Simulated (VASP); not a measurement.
Input of a VASP 6.6.1 run:

Contents of INCAR:

```
SYSTEM = Cu
  PREC = Accurate
  ENCUT = 520
  EDIFF = 1E-6
  ISMEAR = 1
  SIGMA = 0.1
  LREAL = .FALSE.
  LASPH = .TRUE.
  NELM = 100
  ALGO = Normal
  ISIF = 2
  LWAVE = .FALSE.
  LCHARG = .TRUE.
  LELF = .TRUE.
  LVHAR = .TRUE.
  NBANDS = 18
```

File KPOINTS:

```
Automatic mesh
0
G
  4 4 4
  0 0 0
```

File POSCAR:

```
Cu
1.0
    1.2184636900     -3.9763780100      0.0000000000
    1.2184636900      3.9763780100      0.0000000000
    0.0000000000      0.0000000000      2.4754955200
Cu
2
Direct
    0.1338666500      0.8661333500      0.2500000000
    0.8661333500      0.1338666500      0.7500000000
```

Potentials or basis: VASP PAW LDA potentials, release 64 (Cu).

Command:

```sh
$ cat potpaw_LDA.64/Cu/POTCAR > POTCAR
$ mpirun -np 1 vasp_std > vasp.out
```

Question: Estimate the largest force.

Answer: 0.065 eV/Å.

Question: What does it give for the pressure?

Answer: -6.9 GPa.

Question: Predict the band gap on the k mesh.

Answer: Zero (band 11 reaches 10.84 eV, above the bottom of band 12 at 5.42 eV).

Forces on the atoms (eV/Å):
```
Cu   0.000  0.065  0.000
Cu   0.000 -0.065  0.000
```

Caveat: the k points lie up to 0.67 Å⁻¹ apart.
